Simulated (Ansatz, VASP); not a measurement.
## Al3GaN4 in VASP and in Ansatz

File INCAR:

```
SYSTEM = Al3GaN4
ALGO = Normal ; EDIFF = 1E-6
ENCUT = 520 ; GGA = PS
ISIF = 2 ; ISMEAR = 0
LASPH = .True. ; LCHARG = .True.
LELF = .True. ; LREAL = .False.
LVHAR = .True. ; LWAVE = .False.
NBANDS = 31 ; NELM = 80
PREC = Accurate ; SIGMA = 0.02
```

File KPOINTS:

```
k-points
0
Gamma
  6 6 6
  0 0 0
```

File POSCAR:

```
Al3GaN4
1.0
    4.5392046830      0.0000000000      0.0000000000
    0.0000000000      4.5392046830      0.0000000000
    0.0000000000      0.0000000000      4.2520133961
Al Ga N
3 1 4
Direct
    0.5000000000      0.5000000000      0.0000000000
    0.5000000000      0.0000000000      0.5000000000
    0.0000000000      0.5000000000      0.5000000000
    0.0000000000      0.0000000000      0.0000000000
    0.7449909317      0.7449909317      0.2558416597
    0.7449909317      0.2550090683      0.7441583403
    0.2550090683      0.7449909317      0.7441583403
    0.2550090683      0.2550090683      0.2558416597
```

Input for Ansatz:

```yaml
crystal:
  lattice:
    - [4.539204683, 0.0, 0.0]
    - [0.0, 4.539204683, 0.0]
    - [0.0, 0.0, 4.2520133961]
  atoms:
    - { symbol: Al, position: [0.5, 0.5, 0.0] }
    - { symbol: Al, position: [0.5, 0.0, 0.5] }
    - { symbol: Al, position: [0.0, 0.5, 0.5] }
    - { symbol: Ga, position: [0.0, 0.0, 0.0] }
    - { symbol: "N", position: [0.7449909317, 0.7449909317, 0.2558416597] }
    - { symbol: "N", position: [0.7449909317, 0.2550090683, 0.7441583403] }
    - { symbol: "N", position: [0.2550090683, 0.7449909317, 0.7441583403] }
    - { symbol: "N", position: [0.2550090683, 0.2550090683, 0.2558416597] }
basis:
  ecutwfc: 420
kpoints:
  mp_grid: { grid: [6, 6, 6] }
  band_path: { path: [VBM, CBM], npoints: 2 }
hamiltonian:
  xc: pbesol
scf:
  occupations: { method: gaussian, width: 0.02 }
output:
  forces: true
  stress: true
  eigenvalues: true
checkpoint:
  read: start.run
  write: ck
  compress: false
  write_wavefunctions: false
  write_every: 100000
```

Alike in both runs: task single point; functional PBEsol; k mesh 6 × 6 × 6; occupations gaussian, width 0.02 eV; no spin polarisation.

|  | VASP | Ansatz |
| --- | --- | --- |
| version | VASP 6.6.1 | Ansatz 0.2.0 |
| potentials or method | VASP PAW PBE potentials, release 64 (Al, Ga_d, N), cutoff 520 eV | scalar-relativistic, plane waves, PAW |
| valence electrons in the cell | 42 | 42 |

|  | VASP | Ansatz | Ansatz less VASP |
| --- | --- | --- | --- |
| gap on the k mesh at the Fermi level (eV) | 2.97 | 2.98 | +0.005 |
| least direct gap on the mesh (eV) | 2.97 | 2.98 | +0.005 |
| pressure (GPa) | -4.8 | -4.7 | +0.11 |
| traceless stress, the component that is largest in VASP (GPa) | 4.70 | 4.69 | -0.014 |

VASP's potentials were made for PBE, not for PBEsol.
